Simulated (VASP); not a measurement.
# Cu in VASP: single point with PBE+D3(BJ)

Aim: the single point of Cu with PBE+D3(BJ).

All numbers are computed with VASP 6.6.1; they aren't measurements. Logs are shortened: lines on timing, memory, paths and dates and some standing lists are left out, and cuts for length are marked.

### 1 The cell of the first run

The cell holds a slab with vacuum, 5 atoms: a = 2.519 Å, b = 3.562 Å, c = 19.038 Å, α = 90.00°, β = 90.00°, γ = 90.00°.

### 2 Single point, PBE+D3(BJ)

INCAR reads:

```
SYSTEM = Cu
PREC = Accurate ; ENCUT = 520
EDIFF = 1E-7 ; ISMEAR = 0
SIGMA = 0.1 ; LREAL = .FALSE.
LASPH = .TRUE. ; NELM = 60
ALGO = Normal ; ISIF = 2
LWAVE = .FALSE. ; LCHARG = .FALSE.
LDIPOL = .TRUE. ; IDIPOL = 3
DIPOL = 0.5 0.5 0.500 ; GGA = PE
IVDW = 12 ; NBANDS = 36
```

KPOINTS reads:

```
regular mesh
0
G
  11 8 1
  0 0 0
```

POSCAR reads:

```
Cu
1.0
    2.5189143994      0.0000000000      0.0000000000
    0.0000000000      3.5622829061      0.0000000000
    0.0000000000      0.0000000000     19.0378287988
Cu
5
Direct
    0.5000000000      0.5000000000      0.3676889878
    0.0000000000      0.0000000000      0.4338444939
    0.5000000000      0.5000000000      0.5004180785
    0.0000000000      0.0000000000      0.5691759873
    0.5000000000      0.5000000000      0.6313526100
```

Potentials or basis: VASP PAW PBE potentials, release 64 (Cu).

Started as:

```console
cat potpaw_PBE.64/Cu/POTCAR > POTCAR
mpirun -np 1 vasp_std > vasp.out
```

OUTCAR:

```text
SYSTEM = Cu
   PREC = Accurate
   ENCUT = 520
   EDIFF = 1E-7
   ISMEAR = 0
   LREAL = .FALSE.
   LASPH = .TRUE.
   NELM = 60
   ISIF = 2
   GGA = PE
   IVDW = 12
 IVDW          = 12

 ion  position               nearest neighbor table
   1  0.500  0.500  0.368-   2 2.52   2 2.52   2 2.52   2 2.52   3 2.53
   2  0.000  0.000  0.434-   1 2.52   1 2.52   1 2.52   1 2.52   3 2.52   3 2.52   3 2.52   3 2.52
                             4 2.58
   3  0.500  0.500  0.500-   5 2.49   2 2.52   2 2.52   2 2.52   2 2.52   1 2.53   4 2.54   4 2.54
                             4 2.54   4 2.54
   4  0.000  0.000  0.569-   5 2.48   5 2.48   5 2.48   5 2.48   3 2.54   3 2.54   3 2.54   3 2.54
                             2 2.58
   5  0.500  0.500  0.631-   4 2.48   4 2.48   4 2.48   4 2.48   3 2.49

  LATTYP: Found a simple orthorhombic cell.
 ALAT       =     2.5189143994
 B/A-ratio  =     1.4142135624
 C/A-ratio  =     7.5579498864

  Lattice vectors:

 A1 = (   2.5189143994,   0.0000000000,   0.0000000000)
 A2 = (   0.0000000000,   3.5622829061,   0.0000000000)
 A3 = (   0.0000000000,   0.0000000000,  19.0378287988)

Analysis of symmetry for initial positions (statically):
=====================================================================
 Subroutine PRICEL returns:
 Original cell was already a primitive cell.

 Routine SETGRP: Setting up the symmetry group for a
 simple orthorhombic supercell.

 Subroutine GETGRP returns: Found  4 space group operations
 (whereof  4 operations were pure point group operations)
 out of a pool of  8 trial point group operations.

The static configuration has the point symmetry C_2v.

Analysis of symmetry for dynamics (positions and initial velocities):
=====================================================================
 Subroutine PRICEL returns:
 Original cell was already a primitive cell.

 Routine SETGRP: Setting up the symmetry group for a
 simple orthorhombic supercell.

 Subroutine GETGRP returns: Found  4 space group operations
 (whereof  4 operations were pure point group operations)
 out of a pool of  8 trial point group operations.

The dynamic configuration has the point symmetry C_2v.

 Subroutine INISYM returns: Found  4 space group operations
 (whereof  4 operations are pure point group operations),
 and found     1 'primitive' translations

----------------------------------------------------------------------------------------

                                     Primitive cell

  volume of cell :     170.8281

  direct lattice vectors                    reciprocal lattice vectors
     2.518914399  0.000000000  0.000000000     0.396996420  0.000000000  0.000000000
     0.000000000  3.562282906  0.000000000     0.000000000  0.280718861  0.000000000
     0.000000000  0.000000000 19.037828799     0.000000000  0.000000000  0.052526998

  length of vectors
     2.518914399  3.562282906 19.037828799     0.396996420  0.280718861  0.052526998

  position of ions in fractional coordinates (direct lattice)
     0.500000000  0.500000000  0.367688988
     0.000000000  0.000000000  0.433844494
     0.500000000  0.500000000  0.500418078
     0.000000000  0.000000000  0.569175987
     0.500000000  0.500000000  0.631352610

  ion indices of the primitive-cell ions
   primitive index   ion index
                 1           1
                 2           2
                 3           3
                 4           4
                 5           5

----------------------------------------------------------------------------------------

 KPOINTS: regular mesh

Automatic generation of k-mesh.
 Grid dimensions read from file:
 generate k-points for:   11    8    1

 Generating k-lattice:

  Cartesian coordinates                     Fractional coordinates (reciprocal lattice)
     0.036090584  0.000000000  0.000000000     0.090909091  0.000000000  0.000000000
     0.000000000  0.035089858  0.000000000     0.000000000  0.125000000  0.000000000
     0.000000000  0.000000000  0.052526998     0.000000000  0.000000000  1.000000000

  Length of vectors
     0.036090584  0.035089858  0.052526998

  Shift w.r.t. Gamma in fractional coordinates (k-lattice)
     0.000000000  0.000000000  0.000000000

 Subroutine IBZKPT returns following result:
 ===========================================

 Found     30 irreducible k-points:

 Following reciprocal coordinates:
            Coordinates               Weight
  0.000000  0.000000  0.000000      1.000000
  0.090909  0.000000  0.000000      2.000000
  0.181818  0.000000  0.000000      2.000000
  0.272727  0.000000  0.000000      2.000000
  0.363636  0.000000  0.000000      2.000000
  0.454545  0.000000  0.000000      2.000000
[... 16 lines left out ...]
  0.363636  0.375000  0.000000      4.000000
  0.454545  0.375000  0.000000      4.000000
 [... further k-points ...]
   k-points           NKPTS =     30   k-points in BZ     NKDIM =     30   number of bands    NBANDS=     36
   number of dos      NEDOS =    301   number of ions     NIONS =      5
   total plane-waves  NPLWV =  80640
   dimension x,y,z NGX =    20 NGY =   28 NGZ =  144
   dimension x,y,z NGXF=    40 NGYF=   56 NGZF=  288
   ions per type =               5
   NGX,Y,Z   is equivalent  to a cutoff of  13.20, 13.07, 12.57 a.u.
   NGXF,Y,Z  is equivalent  to a cutoff of  26.40, 26.13, 25.15 a.u.
 SYSTEM =  Cu
   PREC   = accura    normal or accurate (medium, high low for compatibility)
   ISTART =      0    job   : 0-new  1-cont  2-samecut
   ICHARG =      2    charge: 1-file 2-atom 10-const
   ISPIN  =      1    spin polarized calculation?
   LNONCOLLINEAR =      F non collinear calculations
   LSORBIT =      F    spin-orbit coupling
   LASPH  =      T    aspherical Exc in radial PAW
   ENCUT  =  520.0 eV  38.22 Ry    6.18 a.u.   4.68  6.62 35.40*2*pi/ulx,y,z
   NELM   =     60;   NELMIN=  2; NELMDL= -5     # of ELM steps
   EDIFF  = 0.1E-06   stopping-criterion for ELM
   LREAL  =      F    real-space projection
   EDIFFG = 0.1E-05   stopping-criterion for IOM
   NSW    =      0    number of steps for IOM
   IBRION =     -1    ionic relax: 0-MD 1-quasi-New 2-CG
   NFREE  =      0    steps in history (QN), initial steepest desc. (CG)
   ISIF   =      2    stress and relaxation
   ISYM   =      2    0-nonsym 1-usesym 2-fastsym
   POTIM  = 0.5000    time-step for ionic-motion
   TEBEG  =    0.0;   TEEND  =   0.0 temperature during run
   PSTRESS=    0.0 pullay stress
   NELECT =      55.0000    total number of electrons
   NUPDOWN=      -1.0000    fix difference up-down
   EMIN   =  10.00;   EMAX   =-10.00  energy-range for DOS
   EFERMI =   0.00;   METHOD = LEGACY
   ISMEAR =     0;   SIGMA  =   0.10  broadening in eV -4-tet -1-fermi 0-gaus
   EFERMI_NEDOS =   21; number of points for ismear=-14 and -15
   IALGO  =     38    algorithm
   IMIX   =      4    mixing-type and parameters
     AMIX     =   0.40;   BMIX     =  1.00
     AMIX_MAG =   1.60;   BMIX_MAG =  1.00
  volume/ion in A,a.u.               =      34.17       230.56
  Fermi-wavevector in a.u.,A,eV,Ry     =   1.122043  2.120353 17.129455  1.258979
  Thomas-Fermi vector in A             =   2.258700
   LORBIT       =      0    0 simple, 1 ext, 2 COOP (PROOUT), +10 PAW based schemes
   GGA     = PE    functional components
   LHFCALC =     F    Hartree Fock is set to
   AEXX    =    0.0000 exact exchange contribution
   IVDW    =    12    specifies the selected vdW correction
   LEPSILON=     F    determine dielectric tensor
   LRPA    =     F    only Hartree local field effects (RPA)
 non-spin polarized calculation
 Gauss-broadening in eV      SIGMA  =   0.10
  energy-cutoff  :      520.00
  volume of cell :      170.83
 maximum number of plane-waves:      4623
 NGX is ok and might be reduce to    20
   NGX =  9   NGY = 13   NGZ = 71

 dipolmoment           0.000000      0.000000     -0.005878 electrons x Angstroem

 number of electron      54.9999994 magnetization

 dipolmoment           0.000000      0.000000      0.001446 electrons x Angstroem

 Free energy of the ion-electron system (eV)
  ---------------------------------------------------
  ext. energy  EPLUGINS =         0.00000000
  ---------------------------------------------------
  free energy    TOTEN  =       -16.88542680 eV

  energy without entropy =      -16.88001328  energy(sigma->0) =      -16.88272004

 E-fermi :  -0.1299     XC(G=0):  -5.3712

 val. band max:       -0.1475914664   @ k =   0.2727   0.5000   0.0000
 cond. band min:      -0.0948928654   @ k =   0.4545   0.5000   0.0000
 fundamental gap:      0.0526986010
 Fermi energy:        -0.1299283934

 k-point     1 :       0.0000    0.0000    0.0000
  band No.  band energies     occupation
      1      -8.9990      2.00000
      2      -6.9749      2.00000
      3      -4.9537      2.00000
      4      -4.7473      2.00000
      5      -4.2703      2.00000
      6      -4.2480      2.00000
[... 28 lines left out ...]
     35       6.3530      0.00000
     36       6.6884      0.00000

 k-point     2 :       0.0909    0.0000    0.0000
  band No.  band energies     occupation
      1      -8.7957      2.00000
      2      -6.7906      2.00000
      3      -4.8741      2.00000
      4      -4.6271      2.00000
      5      -4.1754      2.00000
      6      -4.1443      2.00000
[... 28 lines left out ...]
     35       6.5544      0.00000
     36       6.8846      0.00000

 k-point     3 :       0.1818    0.0000    0.0000
  band No.  band energies     occupation
      1      -8.2014      2.00000
      2      -6.2806      2.00000
      3      -4.7023      2.00000
      4      -4.3417      2.00000
      5      -4.0102      2.00000
      6      -3.9816      2.00000
[... 28 lines left out ...]
     35       7.1253      0.00000
     36       7.4453      0.00000

 k-point     4 :       0.2727    0.0000    0.0000
  band No.  band energies     occupation
      1      -7.2739      2.00000
      2      -5.6253      2.00000
      3      -4.5937      2.00000
      4      -4.1938      2.00000
      5      -4.1296      2.00000
      6      -4.0564      2.00000
[... 28 lines left out ...]
     35       7.5743      0.00000
     36       7.6475      0.00000

 k-point     5 :       0.3636    0.0000    0.0000
  band No.  band energies     occupation
      1      -6.1570      2.00000
      2      -5.1835      2.00000
      3      -4.6261      2.00000
      4      -4.4102      2.00000
      5      -4.3349      2.00000
      6      -3.9434      2.00000
[... 655 lines left out ...]
 k-point    22 :       0.2727    0.3750    0.0000
  band No.  band energies     occupation
      1      -5.9700      2.00000
      2      -4.6523      2.00000
      3      -4.6440      2.00000
      4      -4.1774      2.00000
      5      -4.1629      2.00000
      6      -3.8371      2.00000
[... 28 lines left out ...]
     35       7.6894      0.00000
     36       7.7719      0.00000

 k-point    23 :       0.3636    0.3750    0.0000
  band No.  band energies     occupation
      1      -5.3567      2.00000
      2      -4.6929      2.00000
      3      -4.3935      2.00000
      4      -4.2105      2.00000
      5      -4.1100      2.00000
      6      -3.8461      2.00000
[... 28 lines left out ...]
     35       7.4074      0.00000
     36       7.9379      0.00000

 k-point    24 :       0.4545    0.3750    0.0000
  band No.  band energies     occupation
      1      -5.0446      2.00000
      2      -4.8131      2.00000
      3      -4.3792      2.00000
      4      -4.3098      2.00000
      5      -4.1932      2.00000
      6      -3.8149      2.00000
[... 28 lines left out ...]
     35       6.6149      0.00000
     36       7.2065      0.00000

 [... further k-points ...]

------------------------ aborting loop because EDIFF is reached ----------------------------------------

 vacuum level on the upper side and lower side of the slab       (xc-potential included)        -0.103        -0.135

 Edisp (eV)   -1.97113

 E8    (eV) :    -0.8863

  FORCE on cell =-STRESS in cart. coord.  units (eV):
  Direction    XX          YY          ZZ          XY          YZ          ZX
  --------------------------------------------------------------------------------------
  -------------------------------------------------------------------------------------
  Total      -1.26020    -2.01089    -0.14158     0.00000     0.00000     0.00000
  in kB     -11.81929   -18.85995    -1.32782     0.00000     0.00000     0.00000
  external pressure =      -10.67 kB  Pullay stress =        0.00 kB

 VOLUME and BASIS-vectors are now :
 -----------------------------------------------------------------------------
  energy-cutoff  :      520.00
  volume of cell :      170.83
      direct lattice vectors                 reciprocal lattice vectors
     2.518914399  0.000000000  0.000000000     0.396996420  0.000000000  0.000000000
     0.000000000  3.562282906  0.000000000     0.000000000  0.280718861  0.000000000
     0.000000000  0.000000000 19.037828799     0.000000000  0.000000000  0.052526998

 POSITION                                       TOTAL-FORCE (eV/Angst)
 -----------------------------------------------------------------------------------
      1.25946      1.78114      7.00000         0.000000      0.000000      0.218234
      0.00000      0.00000      8.25946         0.000000      0.000000     -0.267996
      1.25946      1.78114      9.52687         0.000000      0.000000     -0.004212
      0.00000      0.00000     10.83588         0.000000      0.000000      0.009567
      1.25946      1.78114     12.01958         0.000000      0.000000      0.044407
 -----------------------------------------------------------------------------------
    total drift:                               -0.000000      0.000000      0.001731

  FREE ENERGIE OF THE ION-ELECTRON SYSTEM (eV)
  ---------------------------------------------------
  free  energy   TOTEN  =       -18.8565594770 eV

  energy  without entropy=      -18.8511459506  energy(sigma->0) =      -18.85385271

 vacuum level on the upper side and lower side of the slab         4.084         4.051
```

Run time: 9.1 min. Hardware: 1 thread of Intel Xeon 8259CL, shared host; peak memory 0.35 GiB.

What came out:

| Quantity | Value |
| --- | --- |
| Free energy | -18.8566 eV |
| Largest force | 0.268 eV/Å |
| Band gap on the k mesh | zero (an odd number of electrons rules out a gap without spin polarisation) |
| Dispersion energy per atom | -0.394 eV |

Forces in eV/Å, atoms in the order of the input:
```
Cu   0.000  0.000  0.218
Cu   0.000  0.000 -0.268
Cu   0.000  0.000 -0.004
Cu   0.000  0.000  0.010
Cu   0.000  0.000  0.044
```

The gap in the log of VASP goes by the Fermi energy; the results here count the filled bands.